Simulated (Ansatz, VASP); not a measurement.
**Two plane-wave programs on MgBe2Te3**

Contents of INCAR:

```
SYSTEM = MgBe2Te3
  PREC = Accurate
  ENCUT = 520
  EDIFF = 1E-6
  ISMEAR = 0
  SIGMA = 0.1
  LREAL = .False.
  LASPH = .True.
  NELM = 100
  ALGO = Normal
  ISIF = 2
  LWAVE = .False.
  LCHARG = .True.
  GGA = PE
  LELF = .True.
  LVHAR = .True.
  NBANDS = 21
```

Contents of KPOINTS:

```
Automatic mesh
0
Gamma
  3 3 4
  0 0 0
```

POSCAR

```
MgBe2Te3
1.0
    6.1874382100      0.0000000000      0.0000000000
   -3.0937191100      5.3584786800      0.0000000000
    0.0000000000      0.0000000000      4.2389502100
Mg Be Te
1 2 3
Direct
    0.0000000000      0.0000000000      0.5000000000
    0.3333333300      0.6666666700      0.0000000000
    0.6666666700      0.3333333300      0.0000000000
    0.5000000000      0.0000000000      0.0000000000
    0.0000000000      0.5000000000      0.0000000000
    0.5000000000      0.5000000000      0.0000000000
```

Input for Ansatz:

```yaml
crystal:
  lattice:
    - [6.18743821, 0.0, 0.0]
    - [-3.09371911, 5.35847868, 0.0]
    - [0.0, 0.0, 4.23895021]
  atoms:
    - { symbol: Mg, position: [0.0, 0.0, 0.5] }
    - { symbol: Be, position: [0.33333333, 0.66666667, 0.0] }
    - { symbol: Be, position: [0.66666667, 0.33333333, 0.0] }
    - { symbol: Te, position: [0.5, 0.0, 0.0] }
    - { symbol: Te, position: [0.0, 0.5, 0.0] }
    - { symbol: Te, position: [0.5, 0.5, 0.0] }
basis:
  ecutwfc: 420
kpoints:
  mp_grid: { grid: [3, 3, 4] }
hamiltonian:
  xc: pbe
scf:
  occupations: { method: gaussian, width: 0.1 }
  lower_state_search: "off"
output:
  forces: true
  stress: true
  eigenvalues: true
```

Alike in both runs: task single point; functional PBE; k mesh 3 × 3 × 4; occupations gaussian, width 0.1 eV; no spin polarisation.

```csv
,VASP,Ansatz
version,VASP 6.6.1,Ansatz 0.2.0
potentials or method,"VASP PAW PBE potentials, release 64 (Mg, Be, Te), cutoff 520 eV","scalar-relativistic, plane waves, PAW"
valence electrons in the cell,24,62
```

```csv
,VASP,Ansatz,Ansatz less VASP
gap on the k mesh at the Fermi level (eV),0.19,0.21,+0.023
least direct gap on the mesh (eV),0.71,0.68,-0.035
```

VASP's potentials hold 24 valence electrons a cell and Ansatz's 62, so a difference there can come from the potentials and not from the codes.

Spin-orbit coupling is off throughout.
